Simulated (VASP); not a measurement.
A run of VASP 6.6.1 is set up as follows.

Contents of INCAR:

```
SYSTEM = NbRu
ALGO = Normal ; EDIFF = 1E-7
EDIFFG = -0.005 ; ENCUT = 600
GGA = PS ; IBRION = 2
ISIF = 3 ; ISMEAR = 0
LASPH = .True. ; LCHARG = .False.
LREAL = .False. ; LWAVE = .False.
NELM = 100 ; NSW = 70
PREC = Accurate ; SIGMA = 0.1
```

KPOINTS

```
k-points
0
Gamma
  14 14 12
  0 0 0
```

File POSCAR:

```
NbRu
1.0
    3.0591201475      0.0000000000      0.0000000000
    0.0000000000      3.0591201475      0.0000000000
    0.0000000000      0.0000000000      3.4166985084
Nb Ru
1 1
Direct
    0.0000000000      0.0000000000      0.0000000000
    0.5000000000      0.5000000000      0.5000000000
```

Potentials or basis: VASP PAW PBE potentials, release 64 (Nb_sv, Ru_pv).

The run is started by

```bash
$ cat potpaw_PBE.64/Nb_sv/POTCAR potpaw_PBE.64/Ru_pv/POTCAR > POTCAR
$ mpirun -np 1 vasp_std > vasp.out
```

Predict the space group after relaxing (to 0.05 Å).

P4/mmm (No. 123).

Estimate the relaxed cell.

a = 3.025 Å, b = 3.025 Å, c = 3.380 Å, α = 90.00°, β = 90.00°, γ = 90.00°.

Estimate the relaxed volume.

15.46 Å³/atom.

Step by step:
| step | energy change (eV) | largest force (eV/Å) | pressure (GPa) | volume (Å³) |
| --- | --- | --- | --- | --- |
| 1 | 0.0000 | 0.0000 | -7.96 | 31.97 |
| 2 | 0.1595 | 0.0000 | 25.78 | 28.44 |
| 3 | -0.0268 | 0.0000 | -0.28 | 30.96 |
| 4 | -0.0268 | 0.0000 | -0.02 | 30.93 |
| 5 | -0.0268 | 0.0000 | 0.15 | 30.91 |
| 6 | -0.0268 | 0.0000 | -0.31 | 30.97 |
| 7 | -0.0268 | 0.0000 | -0.01 | 30.93 |

Caveat: the PAW data sets were made with another functional, which shifts forces and pressure a little.
